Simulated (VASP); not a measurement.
Sr:

```
CELL_PARAMETERS angstrom
0.00000 3.04000 3.04000
3.04000 0.00000 3.04000
3.04000 3.04000 0.00000
ATOMIC_POSITIONS crystal
Sr 0.00000 0.00000 0.00000
```

| Item | Value |
| --- | --- |
| Program | VASP 6.6.1 |
| Task | relaxation of cell and atoms |
| Functional | LDA |
| Potentials or basis | VASP PAW LDA potentials, release 64 (Sr_sv) |
| Cutoff | 500 eV |
| k mesh | 12 × 12 × 12 |
| Occupations | methfessel-paxton, width 0.05 eV |
| Spin | no spin polarisation |

At the start: pressure -1.6 GPa; volume 56.19 Å³/atom.

Question: Where does the relaxation end?

Answer: Over 3 steps the energy falls by 43.1 meV/atom and the volume is 48.91 Å³/atom (-13.0 %); space group Fm-3m (No. 225, to 0.1 Å) before and after.

Step by step:
```
step  energy change (eV)  largest force (eV/Å)  pressure (GPa)  volume (Å³)
   1              0.0000                0.0000           -1.64        56.19
   2             -0.0354                0.0000           -0.79        51.63
   3             -0.0431                0.0000           -0.09        48.91
```

Final structure:
```
Sr
1.0
     0.00000    2.90261    2.90261
     2.90261    0.00000    2.90261
     2.90261    2.90261    0.00000
Sr
1
Direct
  0.00000 0.00000 0.00000
```
